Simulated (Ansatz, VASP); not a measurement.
Rh: VASP beside Ansatz

```
Rh
1.0
     0.00000    1.90155    1.90155
     1.90155    0.00000    1.90155
     1.90155    1.90155    0.00000
Rh
1
Direct
  0.00000 0.00000 0.00000
```

Alike in both runs: task electric field gradients; functional PBEsol; k mesh 16 × 16 × 16; occupations fermi-dirac, width 0.08 eV; no spin polarisation.

|  | VASP | Ansatz |
| --- | --- | --- |
| version | VASP 6.6.1 | Ansatz 0.2.0 |
| potentials or method | VASP PAW PBE potentials, release 64 (Rh_pv) | PAW with Ansatz's default frozen-core files, scalar-relativistic |
| plane-wave cutoff (eV) | 520 | 420 |
| valence electrons in the cell | 15 | 17 |

|  | VASP | Ansatz | Ansatz less VASP |
| --- | --- | --- | --- |
| pressure (GPa) | -4.9 | -4.9 | +0.07 |

VASP's potentials were made for PBE, not for PBEsol. VASP's potentials hold 15 valence electrons a cell and Ansatz's 17, so a difference there can come from the potentials and not from the codes.
